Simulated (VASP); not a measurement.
# YAlC4N4 (P4/mmm) in VASP: single point with PBE

Aim: the single point of YAlC4N4 with PBE.

All numbers are computed with VASP 6.6.1; they aren't measurements. Logs are shortened: lines on timing, memory, paths and dates and some standing lists are left out, and cuts for length are marked.

## (1) The cell of the first run

It takes space group P4/mmm (No. 123, tetragonal). Conventional cell: a = 7.432 Å, b = 7.432 Å, c = 4.012 Å, α = 90.00°, β = 90.00°, γ = 90.00°. Within 2.9 Å of Y (site symmetry 4/mmm) lie 4 N at 2.21 Å. Within 2.5 Å of Al (site symmetry 4/mmm) lie 4 C at 1.87 Å. Within 1.6 Å of C (site symmetry m2m) lie 1 N at 1.17 Å. Within 1.6 Å of N (site symmetry m2m) lie 1 C at 1.17 Å.

## (2) Single point, PBE, collinear spin, ferromagnetic start

The input, INCAR:

```
PREC     = Accurate       # precision mode
ENCUT    = 520            # plane-wave cutoff, eV
EDIFF    = 1E-7           # SCF threshold, eV
ISMEAR   = 0              # smearing method
SIGMA    = 0.1            # smearing width, eV
LREAL    = False          # projectors in reciprocal space
LASPH    = True           # aspherical terms in the spheres
NELM     = 150            # most SCF steps
ALGO     = Normal         # electronic algorithm
ISIF     = 2              # what is computed and relaxed
LWAVE    = False          # write WAVECAR
LCHARG   = True           # write CHGCAR
ISPIN    = 2              # spin polarisation
MAGMOM   = 0 0 1 1 1 1 1 1 1 1 # initial moments
LORBIT   = 11             # projections on sites
LMAXMIX  = 4              # l up to which the mixer works
GGA      = PE             # functional
LELF     = True           # ELF
LVHAR    = True         
NBANDS   = 40             # bands
```

The input, KPOINTS:

```
regular mesh
0
Gamma
  4 4 4
```

The input, POSCAR:

```
YAlC4N4
1.0
    7.4316922700      0.0000000000      0.0000000000
    0.0000000000      7.4316922700      0.0000000000
    0.0000000000      0.0000000000      4.0123255300
Y Al C N
1 1 4 4
Direct
    0.5000000000      0.5000000000      0.0000000000
    0.0000000000      0.0000000000      0.0000000000
    0.1784015200      0.8215984800      0.0000000000
    0.8215984800      0.1784015200      0.0000000000
    0.1784015200      0.1784015200      0.0000000000
    0.8215984800      0.8215984800      0.0000000000
    0.2897240700      0.7102759300      0.0000000000
    0.7102759300      0.2897240700      0.0000000000
    0.2897240700      0.2897240700      0.0000000000
    0.7102759300      0.7102759300      0.0000000000
```

Potentials or basis: VASP PAW PBE potentials, release 64 (Y_sv, Al, C, N).

On the command line:

```
$ cat potpaw_PBE.64/Y_sv/POTCAR potpaw_PBE.64/Al/POTCAR potpaw_PBE.64/C/POTCAR potpaw_PBE.64/N/POTCAR > POTCAR
$ mpirun -np 1 vasp_std > vasp.out
```

OUTCAR:

```text
PREC = Accurate
   ENCUT = 520
   EDIFF = 1E-7
   ISMEAR = 0
   LREAL = False
   LASPH = True
   NELM = 150
   ISIF = 2
   ISPIN = 2
   LORBIT = 11
   GGA = PE

 ion  position               nearest neighbor table
   1  0.500  0.500  0.000-   7 2.21   8 2.21   9 2.21  10 2.21
   2  0.000  0.000  0.000-   3 1.87   4 1.87   5 1.87   6 1.87
   3  0.178  0.822  0.000-   7 1.17   2 1.87
   4  0.822  0.178  0.000-   8 1.17   2 1.87
   5  0.178  0.178  0.000-   9 1.17   2 1.87
   6  0.822  0.822  0.000-  10 1.17   2 1.87
   7  0.290  0.710  0.000-   3 1.17   1 2.21
   8  0.710  0.290  0.000-   4 1.17   1 2.21
   9  0.290  0.290  0.000-   5 1.17   1 2.21
  10  0.710  0.710  0.000-   6 1.17   1 2.21

  LATTYP: Found a simple tetragonal cell.
 ALAT       =     7.4316922700
 C/A-ratio  =     0.5398939278

  Lattice vectors:

 A1 = (   7.4316922700,   0.0000000000,   0.0000000000)
 A2 = (   0.0000000000,   7.4316922700,   0.0000000000)
 A3 = (   0.0000000000,   0.0000000000,   4.0123255300)

Analysis of symmetry for initial positions (statically):
=====================================================================
 Subroutine PRICEL returns:
 Original cell was already a primitive cell.

 Routine SETGRP: Setting up the symmetry group for a
 simple tetragonal supercell.

 Subroutine GETGRP returns: Found 16 space group operations
 (whereof 16 operations were pure point group operations)
 out of a pool of 16 trial point group operations.

The static configuration has the point symmetry D_4h.

Analysis of symmetry for dynamics (positions and initial velocities):
=====================================================================
 Subroutine PRICEL returns:
 Original cell was already a primitive cell.

 Routine SETGRP: Setting up the symmetry group for a
 simple tetragonal supercell.

 Subroutine GETGRP returns: Found 16 space group operations
 (whereof 16 operations were pure point group operations)
 out of a pool of 16 trial point group operations.

The dynamic configuration has the point symmetry D_4h.

Analysis of structural, dynamic, and magnetic symmetry:
=====================================================================
 Subroutine PRICEL returns:
 Original cell was already a primitive cell.

[... 168 lines left out ...]

 val. band max:        0.5380149280   @ k =   0.0000   0.0000   0.0000
 cond. band min:       0.6108758266   @ k =   0.0000   0.0000   0.2500
 fundamental gap:      0.0728608986
 Fermi energy:         0.5926043318

 spin component 1

 k-point     1 :       0.0000    0.0000    0.0000
  band No.  band energies     occupation
      1     -42.3503      1.00000
      2     -22.6076      1.00000
      3     -22.6076      1.00000
      4     -22.4209      1.00000
      5     -18.4963      1.00000
      6     -18.3344      1.00000
[... 709 lines left out ...]
     36       5.3916      0.00000
     37       6.6449      0.00000
 Fermi energy:         0.5926043318

 spin component 2

 k-point     1 :       0.0000    0.0000    0.0000
  band No.  band energies     occupation
      1     -42.3503      1.00000
      2     -22.6076      1.00000
      3     -22.6076      1.00000
      4     -22.4209      1.00000
      5     -18.4963      1.00000
      6     -18.3344      1.00000
[... 709 lines left out ...]
     36       5.3916      0.00000
     37       6.6449      0.00000
 [bands above 37 left out]

------------------------ aborting loop because EDIFF is reached ----------------------------------------

  FORCE on cell =-STRESS in cart. coord.  units (eV):
  Direction    XX          YY          ZZ          XY          YZ          ZX
  --------------------------------------------------------------------------------------
  -------------------------------------------------------------------------------------
  Total       16.9257495     16.9257495     -1.8861740      0.0000000      0.0000000      0.0000000
  in kB      122.3733624    122.3733624    -13.6370596      0.0000000      0.0000000      0.0000000
  external PRESSURE =      77.0365551 kB  Pullay stress =       0.0000000 kB

 VOLUME and BASIS-vectors are now :
 -----------------------------------------------------------------------------
  energy-cutoff  :      520.00
  volume of cell :      221.60
      direct lattice vectors                 reciprocal lattice vectors
     7.431692270  0.000000000  0.000000000     0.134558855  0.000000000  0.000000000
     0.000000000  7.431692270  0.000000000     0.000000000  0.134558855  0.000000000
     0.000000000  0.000000000  4.012325530     0.000000000  0.000000000  0.249232021

 POSITION                                       TOTAL-FORCE (eV/Angst)
 -----------------------------------------------------------------------------------
      3.71585      3.71585      0.00000        -0.000000     -0.000000      0.000000
      0.00000      0.00000      0.00000        -0.000000     -0.000000      0.000000
      1.32583      6.10587      0.00000         0.544987     -0.544987      0.000000
      6.10587      1.32583      0.00000        -0.544987      0.544987     -0.000000
      1.32583      1.32583      0.00000         0.544987      0.544987      0.000000
      6.10587      6.10587      0.00000        -0.544987     -0.544987     -0.000000
      2.15314      5.27855      0.00000        -0.002539      0.002539     -0.000000
      5.27855      2.15314      0.00000         0.002539     -0.002539      0.000000
      2.15314      2.15314      0.00000        -0.002539     -0.002539      0.000000
      5.27855      5.27855      0.00000         0.002539      0.002539     -0.000000
 -----------------------------------------------------------------------------------
    total drift:                                0.000000     -0.000000      0.000000

  FREE ENERGIE OF THE ION-ELECTRON SYSTEM (eV)
  ---------------------------------------------------
  free  energy   TOTEN  =       -78.9603057182 eV

  energy  without entropy=      -78.9563739893  energy(sigma->0) =      -78.95833985

 total charge

# of ion       s       p       d       f       tot
--------------------------------------------------
    1        2.209   6.518   1.023   0.126   9.876
    2        0.353   0.531   0.000   0.000   0.884
    3        0.982   1.658   0.000   0.000   2.640
    4        0.982   1.658   0.000   0.000   2.640
    5        0.982   1.658   0.000   0.000   2.640
    6        0.982   1.658   0.000   0.000   2.640
    7        1.314   2.617   0.000   0.000   3.932
    8        1.314   2.617   0.000   0.000   3.932
    9        1.314   2.617   0.000   0.000   3.932
   10        1.314   2.617   0.000   0.000   3.932
--------------------------------------------------
tot         11.746  24.150   1.023   0.126  37.045

 magnetization (x)

# of ion       s       p       d       f       tot
--------------------------------------------------
    1       -0.000  -0.000  -0.000  -0.000  -0.000
    2       -0.000  -0.000   0.000   0.000  -0.000
    3       -0.000  -0.000   0.000   0.000  -0.000
    4       -0.000  -0.000   0.000   0.000  -0.000
    5       -0.000  -0.000   0.000   0.000  -0.000
    6       -0.000  -0.000   0.000   0.000  -0.000
    7        0.000   0.000   0.000   0.000   0.000
    8        0.000   0.000   0.000   0.000   0.000
    9        0.000   0.000   0.000   0.000   0.000
   10        0.000   0.000   0.000   0.000   0.000
--------------------------------------------------
tot         -0.000   0.000  -0.000  -0.000  -0.000
```

Wall time 4.5 min (1 thread of Intel Xeon Platinum 8488C (Sapphire Rapids), shared host); peak memory 0.52 GiB.

What came out:

- Free energy: -78.9603 eV
- Pressure: 7.7 GPa
- Largest force: 0.771 eV/Å
- Band gap on the k mesh: zero (filled and empty bands overlap)
- Net moment: 0.00 μB per cell
- Valence electrons inside the program's atomic spheres: Y 9.88; Al 0.88; C 2.64; N 3.93

Forces on the atoms (eV/Å):
```
Y    0.000  0.000  0.000
Al   0.000  0.000  0.000
C    0.545 -0.545  0.000
C   -0.545  0.545  0.000
C    0.545  0.545  0.000
C   -0.545 -0.545  0.000
N   -0.003  0.003  0.000
N    0.003 -0.003  0.000
N   -0.003 -0.003  0.000
N    0.003  0.003  0.000
```

Stress tensor (GPa, compression positive):
```
12.24  0.00  0.00
 0.00 12.24  0.00
 0.00  0.00 -1.36
```

Levels at points of the mesh, in eV from the Fermi level:
Spin up:
```
           k point  band 23  band 24  band 25  band 26  band 27  band 28
(0.00, 0.00, 0.00)    -4.38    -4.12    -0.49    -0.05     1.07     1.74
(0.50, 0.00, 0.00)    -4.48    -3.80    -0.48     0.65     1.26     1.38
(0.50, 0.50, 0.00)    -4.55    -4.14    -0.46     1.24     1.76     1.76
(0.00, 0.00, 0.50)    -4.35    -4.03    -0.91     0.09     0.61     0.61
(0.50, 0.00, 0.50)    -4.44    -3.71    -1.08     1.18     1.19     1.42
(0.50, 0.50, 0.50)    -4.49    -4.03    -0.60     0.66     0.66     1.89
```
Spin down:
```csv
k point,band 22,band 23,band 24,band 25,band 26,band 27,band 28,band 29
"(0.00, 0.00, 0.00)",-4.70,-4.38,-4.12,-0.49,-0.05,1.07,1.74,1.74
"(0.50, 0.00, 0.00)",-4.70,-4.48,-3.80,-0.48,0.65,1.26,1.38,2.23
"(0.50, 0.50, 0.00)",-4.55,-4.55,-4.14,-0.46,1.24,1.76,1.76,1.77
"(0.00, 0.00, 0.50)",-4.70,-4.35,-4.03,-0.91,0.09,0.61,0.61,2.84
"(0.50, 0.00, 0.50)",-4.64,-4.44,-3.71,-1.08,1.18,1.19,1.42,1.52
"(0.50, 0.50, 0.50)",-4.49,-4.49,-4.03,-0.60,0.66,0.66,1.89,1.89
```

Caveat: the k points lie up to 0.39 Å⁻¹ apart.

The gap in the log of VASP goes by the Fermi energy; the results here count the filled bands.